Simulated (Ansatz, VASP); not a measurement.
**One calculation of MnS, two programs**

File POSCAR:

```
MnS
1.0
    0.0000000000      2.6387736672      2.6387736672
    2.6387736672      0.0000000000      2.6387736672
    2.6387736672      2.6387736672      0.0000000000
Mn S
1 1
Direct
    0.0000000000      0.0000000000      0.0000000000
    0.5000000000      0.5000000000      0.5000000000
```

The input INCAR.step1:

```
PREC = Accurate
ENCUT = 520
ISMEAR = -1
SIGMA = 0.05
LREAL = F
LASPH = T
NELM = 150
ISPIN = 2
MAGMOM = 4 0
LMAXMIX = 4
NBANDS = 20
GGA = PE
ALGO = Normal
EDIFF = 1E-4
LWAVE = T
LCHARG = F
```

The input INCAR.step2:

```
PREC = Accurate
ENCUT = 520
EDIFF = 1E-7
ISMEAR = -1
SIGMA = 0.05
LREAL = F
LASPH = T
NELM = 150
ALGO = Normal
ISIF = 2
LWAVE = F
LCHARG = T
ISPIN = 2
MAGMOM = 4 0
LORBIT = 11
LMAXMIX = 4
METAGGA = R2SCAN
LMIXTAU = T
IVDW = 12
VDW_S6 = 1.0
VDW_S8 = 0.78981345
VDW_A1 = 0.49484001
VDW_A2 = 5.73083694
LELF = T
LVHAR = T
NBANDS = 20
ISTART = 1
```

The input KPOINTS:

```
regular mesh
0
Gamma
  9 9 9
```

input.yaml

```yaml
crystal:
  lattice:
    - [0.0, 2.6387736672, 2.6387736672]
    - [2.6387736672, 0.0, 2.6387736672]
    - [2.6387736672, 2.6387736672, 0.0]
  atoms:
    - { symbol: Mn, position: [0.0, 0.0, 0.0], spin: 4.0 }
    - { symbol: S, position: [0.5, 0.5, 0.5] }
hamiltonian:
  xc: r2scan
  pseudopotentials: { kind: paw }
  dispersion: d3bj
magnetization:
  spin_polarized: true
kpoints:
  mp_grid: { grid: [9, 9, 9] }
scf:
  occupations: { method: fermi_dirac, width: 0.05 }
output:
  forces: true
  stress: true
  eigenvalues: true
  write_density: true
  write_potential: true
  elf: true
  volumetric_format: npy
```

Alike in both runs: task single point; functional r2SCAN; dispersion D3(BJ); k mesh 9 × 9 × 9; occupations fermi-dirac, width 0.05 eV; collinear spin.

```csv
,VASP,Ansatz
version,VASP 6.6.1,Ansatz 0.2.0
potentials or method,"VASP PAW PBE potentials, release 64 (Mn_pv, S)",Ansatz PAW
plane-wave cutoff (eV),520,500
valence electrons in the cell,19,21
```

|  | VASP | Ansatz | Ansatz less VASP |
| --- | --- | --- | --- |
| gap on the k mesh at the Fermi level (eV) | 0.19 | 0.17 | -0.015 |
| least direct gap on the mesh (eV) | 2.02 | 2.02 | -0.002 |
| pressure (GPa) | -4.2 | -4.2 | -0.03 |
| net moment per atom (μB) | 2.50 | 2.50 | 0.000 |
| size of the moment on the site where the two differ most (μB) | 0.13 | 0.17 | +0.044 |

VASP's potentials were made for PBE, not for r2SCAN. Site moments also hang on the region over which each program counts them. VASP's potentials hold 19 valence electrons a cell and Ansatz's 21, so a difference there can come from the potentials and not from the codes.

Noted on Ansatz's run: the magnetic or orbital state may not be the lowest; odd divisions of the mesh miss points on the zone boundary, where band edges often lie, so the gap on the mesh can be too wide.
